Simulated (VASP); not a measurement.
Crystal: Ca.

```xyz
1
Lattice="0.0000 2.7368 2.7368 2.7368 0.0000 2.7368 2.7368 2.7368 0.0000" Properties=species:S:1:pos:R:3 pbc="T T T"
Ca    0.0000    0.0000    0.0000
```

| Property | Result |
| --- | --- |
| Program | VASP 6.6.1 |
| Task | relaxation of cell and atoms |
| Functional | PBE |
| Potentials or basis | VASP PAW PBE potentials, release 64 (Ca_sv) |
| Cutoff | 600 eV |
| k mesh | 14 × 14 × 14 |
| Occupations | gaussian, width 0.1 eV |
| Spin | no spin polarisation |

At the start: pressure 0.6 GPa; volume 41.00 Å³/atom.

**Question.** Where does the relaxation end?

**Answer.** Over 3 steps the energy falls by 2.1 meV/atom and the volume is 42.28 Å³/atom (+3.1 %); space group Fm-3m (No. 225, to 0.05 Å).

The path:
```
step  energy change (eV)  largest force (eV/Å)  pressure (GPa)  volume (Å³)
   1              0.0000                0.0000            0.55        41.00
   2             -0.0019                0.0000            0.18        41.84
   3             -0.0021                0.0000           -0.01        42.28
```

Final structure:
```
Ca
1.0
     0.00000    2.76496    2.76496
     2.76496    0.00000    2.76496
     2.76496    2.76496    0.00000
Ca
1
Direct
  0.00000 0.00000 0.00000
```
